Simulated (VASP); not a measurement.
# GaSb (I-4m2) in VASP: notebook, part 2 of 2

VASP 6.6.1. The steps go on from the part before.

**3. Single point, LDA**

This run uses another cell than the first one, of 20.81 Å³/atom.

The input, INCAR:

```
PREC     = Accurate       # precision mode
ENCUT    = 520            # plane-wave cutoff, eV
EDIFF    = 1E-7           # SCF threshold, eV
ISMEAR   = 0              # smearing method
SIGMA    = 0.15           # smearing width, eV
LREAL    = False          # projectors in reciprocal space
LASPH    = True           # aspherical terms in the spheres
NELM     = 80             # most SCF steps
ALGO     = Normal         # electronic algorithm
ISIF     = 2              # what is computed and relaxed
LWAVE    = False          # write WAVECAR
LCHARG   = False          # write CHGCAR
NBANDS   = 16             # bands
```

The input, KPOINTS:

```
regular mesh
0
Gamma
  16 16 16
```

The input, POSCAR:

```
GaSb
1.0
   -2.6006500000      2.6006500000      1.5386446001
    2.6006500000     -2.6006500000      1.5386446001
    2.6006500000      2.6006500000     -1.5386446001
Ga Sb
1 1
Direct
    0.2500000000      0.7500000000      0.5000000000
    0.0000000000      0.0000000000      0.0000000000
```

Potentials or basis: VASP PAW LDA potentials, release 64 (Ga_d, Sb).

Started as:

```
$ cat potpaw_LDA.64/Ga_d/POTCAR potpaw_LDA.64/Sb/POTCAR > POTCAR
$ mpirun -np 1 vasp_std > vasp.out
```

Run time: 1.9 min. Hardware: 1 thread of Intel Xeon Platinum 8488C (Sapphire Rapids), shared host; peak memory 0.34 GiB.

Results (log left out):

```
Free energy            : -8.3223 eV
Pressure               : 5.7 GPa
Band gap on the k mesh : zero (bands 9 and 10 overlap by 5.80 eV)
```

Stress tensor (GPa, compression positive):
```
6.89 0.00 0.00
0.00 6.89 0.00
0.00 0.00 3.43
```

Levels at points of the mesh, in eV from the Fermi level:
```csv
k point,band 6,band 7,band 8,band 9,band 10,band 11,band 12,band 13
"(0.00, 0.00, 0.00)",-13.14,-2.29,-2.15,-2.15,3.31,5.51,7.83,7.96
"(0.50, 0.00, 0.00)",-8.81,-6.46,-2.51,-1.92,-1.35,2.17,3.67,5.79
"(0.50, 0.50, 0.00)",-11.27,-9.00,0.15,1.81,2.76,2.80,4.80,6.50
"(0.50, 0.50, 0.50)",-9.61,-6.33,-5.85,-5.85,3.36,4.70,12.10,12.10
```

Caveat: the cell stands under pressure; spin-orbit coupling is left out, which moves the levels of the heavy elements.

**4. Single point, LDA**

This run uses another cell than the first one, of 21.05 Å³/atom.

The input, INCAR:

```
ALGO     = Normal         # electronic algorithm
EDIFF    = 1E-6           # SCF threshold, eV
ENCUT    = 520            # plane-wave cutoff, eV
GGA      = CA             # functional
ISIF     = 2              # what is computed and relaxed
ISMEAR   = 0              # smearing method
LASPH    = True           # aspherical terms in the spheres
LCHARG   = False          # write CHGCAR
LREAL    = False          # projectors in reciprocal space
LWAVE    = False          # write WAVECAR
NBANDS   = 16             # bands
NELM     = 80             # most SCF steps
PREC     = Accurate       # precision mode
SIGMA    = 0.15           # smearing width, eV
```

The input, KPOINTS:

```
k-points
0
Gamma
  16 16 16
```

The input, POSCAR:

```
GaSb
1.0
   -2.5647500000      2.5647500000      1.6002000000
    2.5647500000     -2.5647500000      1.6002000000
    2.5647500000      2.5647500000     -1.6002000000
Ga Sb
1 1
Direct
    0.2500000000      0.7500000000      0.5000000000
    0.0000000000      0.0000000000      0.0000000000
```

Started as:

```
$ cat potpaw_LDA.64/Ga_d/POTCAR potpaw_LDA.64/Sb/POTCAR > POTCAR
$ mpirun -np 1 vasp_std > vasp.out
```

It took 1.7 min on 1 thread of Intel Xeon Platinum 8488C (Sapphire Rapids), shared host; peak memory 0.34 GiB.

Results (log left out):

- Free energy: -8.2893 eV
- Pressure: 5.6 GPa
- Band gap on the k mesh: zero (bands 9 and 10 overlap by 5.82 eV)

Stress tensor (GPa, compression positive):
```
7.81 0.00 0.00
0.00 7.81 0.00
0.00 0.00 1.17
```

Levels at points of the mesh, in eV from the Fermi level:
| k point | band 7 | band 8 | band 9 | band 10 | band 11 | band 12 |
| --- | --- | --- | --- | --- | --- | --- |
| (0.00, 0.00, 0.00) | -1.89 | -1.89 | -1.76 | 3.56 | 4.69 | 6.99 |
| (0.50, 0.00, 0.00) | -6.55 | -2.36 | -2.10 | -1.24 | 2.14 | 3.78 |
| (0.50, 0.50, 0.00) | -8.89 | 0.38 | 1.77 | 3.21 | 3.23 | 4.29 |
| (0.50, 0.50, 0.50) | -6.11 | -5.73 | -5.73 | 2.41 | 3.73 | 12.18 |

Caveat: the cell stands under pressure; spin-orbit coupling is left out, which moves the levels of the heavy elements.

**5. Single point, LDA**

This run uses another cell than the first one, of 21.18 Å³/atom.

The input, INCAR:

```
  PREC = Accurate
  ENCUT = 520
  EDIFF = 1E-6
  ISMEAR = 0
  SIGMA = 0.15
  LREAL = F
  LASPH = T
  NELM = 80
  ALGO = Normal
  ISIF = 2
  LWAVE = F
  LCHARG = F
  GGA = CA
  NBANDS = 16
```

The input, KPOINTS:

```
Automatic mesh
0
Gamma
  16 16 16
```

The input, POSCAR:

```
GaSb
1.0
   -2.6454500000      2.6454500000      1.5130000000
    2.6454500000     -2.6454500000      1.5130000000
    2.6454500000      2.6454500000     -1.5130000000
Ga Sb
1 1
Direct
    0.2500000000      0.7500000000      0.5000000000
    0.0000000000      0.0000000000      0.0000000000
```

Potentials or basis: VASP PAW LDA potentials, release 64 (Ga_d, Sb).

Started as:

```
$ cat potpaw_LDA.64/Ga_d/POTCAR potpaw_LDA.64/Sb/POTCAR > POTCAR
$ mpirun -np 1 vasp_std > vasp.out
```

OUTCAR:

```text
PREC = Accurate
   ENCUT = 520
   EDIFF = 1E-6
   ISMEAR = 0
   LREAL = F
   LASPH = T
   NELM = 80
   ISIF = 2
   GGA = CA

 ion  position               nearest neighbor table
   1  0.250  0.750  0.500-   2 2.75   2 2.75   2 2.75   2 2.75
   2  0.000  0.000  0.000-   1 2.75   1 2.75   1 2.75   1 2.75

  LATTYP: Found a body centered tetragonal cell.
 ALAT       =     5.2909000000
 C/A-ratio  =     0.5719253813

  Lattice vectors:

 A1 = (  -2.6454500000,   2.6454500000,   1.5130000000)
 A2 = (   2.6454500000,  -2.6454500000,   1.5130000000)
 A3 = (   2.6454500000,   2.6454500000,  -1.5130000000)

Analysis of symmetry for initial positions (statically):
=====================================================================
 Subroutine PRICEL returns:
 Original cell was already a primitive cell.

 Routine SETGRP: Setting up the symmetry group for a
 body centered tetragonal supercell.

 Subroutine GETGRP returns: Found  8 space group operations
 (whereof  8 operations were pure point group operations)
 out of a pool of 16 trial point group operations.

[... 161 lines left out ...]

 E-fermi :   7.9488     XC(G=0): -11.0613

 val. band max:        7.9250605800   @ k =  -0.1875   0.0625   0.0000
 cond. band min:       7.9495434621   @ k =   0.3125   0.0625   0.0625
 fundamental gap:      0.0244828821
 Fermi energy:         7.9488435444

 k-point     1 :       0.0000    0.0000    0.0000
  band No.  band energies     occupation
      1      -7.2621      2.00000
      2      -7.1600      2.00000
      3      -7.1549      2.00000
      4      -7.0983      2.00000
      5      -7.0983      2.00000
      6      -5.0361      2.00000
[... 433 lines left out ...]
      3      -7.1542      2.00000
      4      -7.0984      2.00000
      5      -7.0978      2.00000
      6      -4.9976      2.00000
[... 8 lines left out ...]
     15      18.1712      0.00000
     16      19.0070      0.00000

 [... further k-points ...]

------------------------ aborting loop because EDIFF is reached ----------------------------------------

  FORCE on cell =-STRESS in cart. coord.  units (eV):
  Direction    XX          YY          ZZ          XY          YZ          ZX
  --------------------------------------------------------------------------------------
  -------------------------------------------------------------------------------------
  Total        1.0456273      1.0456273      0.9584407      0.0000000      0.0000000      0.0000000
  in kB       39.5539155     39.5539155     36.2558261      0.0000000      0.0000000      0.0000000
  external PRESSURE =      38.4545524 kB  Pullay stress =       0.0000000 kB

 VOLUME and BASIS-vectors are now :
 -----------------------------------------------------------------------------
  energy-cutoff  :      520.00
  volume of cell :       42.35
      direct lattice vectors                 reciprocal lattice vectors
    -2.645450000  2.645450000  1.513000000     0.000000000  0.189003761  0.330469266
     2.645450000 -2.645450000  1.513000000     0.189003761  0.000000000  0.330469266
     2.645450000  2.645450000 -1.513000000     0.189003761  0.189003761  0.000000000

 POSITION                                       TOTAL-FORCE (eV/Angst)
 -----------------------------------------------------------------------------------
      2.64545      0.00000      0.75650        -0.000000      0.000000      0.000000
      0.00000      0.00000      0.00000         0.000000     -0.000000     -0.000000
 -----------------------------------------------------------------------------------
    total drift:                                0.000000     -0.000000      0.000000

  FREE ENERGIE OF THE ION-ELECTRON SYSTEM (eV)
  ---------------------------------------------------
  free  energy   TOTEN  =        -8.3552120441 eV

  energy  without entropy=       -8.3472493547  energy(sigma->0) =       -8.35123070
```

Run time: 96 s. Hardware: 1 thread of Intel Xeon Platinum 8488C (Sapphire Rapids), shared host; peak memory 0.34 GiB.

Results:

| Quantity | Value |
| --- | --- |
| Free energy | -8.3552 eV |
| Pressure | 3.8 GPa |
| Band gap on the k mesh | zero (bands 9 and 10 overlap by 5.41 eV) |

Caveat: the cell stands under pressure; spin-orbit coupling is left out, which moves the levels of the heavy elements.

**6. Summary**

| cell | gap on the mesh (eV) | pressure (GPa) |
| --- | --- | --- |
| a = 4.290 Å, angles 95.7, 95.7, 143.2°, 2 atoms | none | 3.0 |
| a = 3.987 Å, angles 98.6, 98.6, 134.6°, 2 atoms | none | 5.7 |
| a = 3.964 Å, angles 99.4, 99.4, 132.4°, 2 atoms | none | 5.6 |
| a = 4.036 Å, angles 98.1, 98.1, 136.0°, 2 atoms | none | 3.8 |

Alike in all rows: task single point; level LDA; potentials or basis VASP PAW LDA potentials, release 64 (Ga_d, Sb); no spin polarisation; k mesh 16 × 16 × 16; cutoff (eV) 520; smearing gaussian 0.15 eV.

Caveats: the cell stands under pressure; spin-orbit coupling is left out, which moves the levels of the heavy elements.

Absolute energies hang on the potentials; compare differences alone.
